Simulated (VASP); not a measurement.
# Tc: single point with PBEsol

Crystal: Tc.

```
Tc
1.0
     2.67128    0.00000    0.00000
    -1.33564    2.31340    0.00000
     0.00000    0.00000    8.59475
Tc
4
Cartesian
  1.3356 0.7711 6.4461
  0.0000 0.0000 4.2974
  0.0000 1.5423 2.1487
  0.0000 0.0000 0.0000
```

- Program: VASP 6.6.1
- Task: single point
- Functional: PBEsol
- Potentials or basis: VASP PAW PBE potentials, release 64 (Tc_pv)
- Cutoff: 520 eV
- k mesh: 11 × 11 × 3
- Occupations: fermi-dirac, width 0.05 eV
- Spin: no spin polarisation

| Item | Value |
| --- | --- |
| Pressure | 19.2 GPa |
| Band gap on the k mesh | zero (bands 26 and 27 overlap by 3.27 eV) |

Levels at points of the mesh, in eV from the Fermi level:
```tsv
k point	band 22	band 23	band 24	band 25	band 26	band 27	band 28	band 29	band 30	band 31
(0.00, 0.00, 0.00)	-2.06	-1.75	-1.42	-1.42	-1.29	-1.29	0.31	0.31	1.11	1.11
```

Run time: 60 s on 1 thread of Oxide Virtual Turin-like Processor, on a shared host, peak memory 0.15 GiB.

Caveat: the cell stands under pressure; the PAW data sets were made with another functional, which shifts forces and pressure a little.
